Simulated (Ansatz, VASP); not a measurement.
# Ru16CO in VASP and in Ansatz

```
Ru O C
1.0
     5.39519    0.00000    0.00000
    -2.69759    4.67237    0.00000
     0.00000    0.00000   25.08831
Ru O C
16 1 1
Cartesian
  1.3488 0.7787 4.0000
  0.0000 3.1149 4.0000
  4.0464 0.7787 4.0000
  2.6976 3.1149 4.0000
  0.0000 1.5575 6.1329
  -1.3488 3.8936 6.1329
  2.6976 1.5575 6.1329
  1.3488 3.8936 6.1329
  1.3488 0.7787 8.2619
  0.0000 3.1149 8.2619
  4.0464 0.7787 8.2619
  2.6976 3.1149 8.2619
  0.0000 1.5575 10.3383
  -1.3488 3.8936 10.3383
  2.6976 1.5575 10.3383
  1.3488 3.8936 10.3383
  0.6744 1.9468 13.9383
  0.6744 1.9468 15.0883
```

Alike in both runs: task single point; functional PBE; dispersion D3(BJ); k mesh 6 × 6 × 1; occupations gaussian, width 0.1 eV; no spin polarisation.

|  | VASP | Ansatz |
| --- | --- | --- |
| version | VASP 6.6.1 | Ansatz 0.2.0 |
| potentials or method | VASP PAW PBE potentials, release 64 (Ru_pv, O, C), cutoff 520 eV | scalar-relativistic, plane waves, PAW |
| valence electrons in the cell | 234 | 266 |

```tsv
	VASP	Ansatz	Ansatz less VASP
gap on the k mesh at the Fermi level (eV)	none	none	-
rms of the force components (eV/Å)	0.242	0.361	+0.1184
```

Atom by atom the forces differ by 0.163 eV/Å (rms over components). A gap of «none» marks a metal or a gap that the smearing closes. One of these differences is far larger than is usual between the two programs; its cause wasn't traced. VASP's potentials hold 234 valence electrons a cell and Ansatz's 266, so a difference there can come from the potentials and not from the codes.

Noted on VASP's run: the standard files for N, O and F lose accuracy on very short bonds.
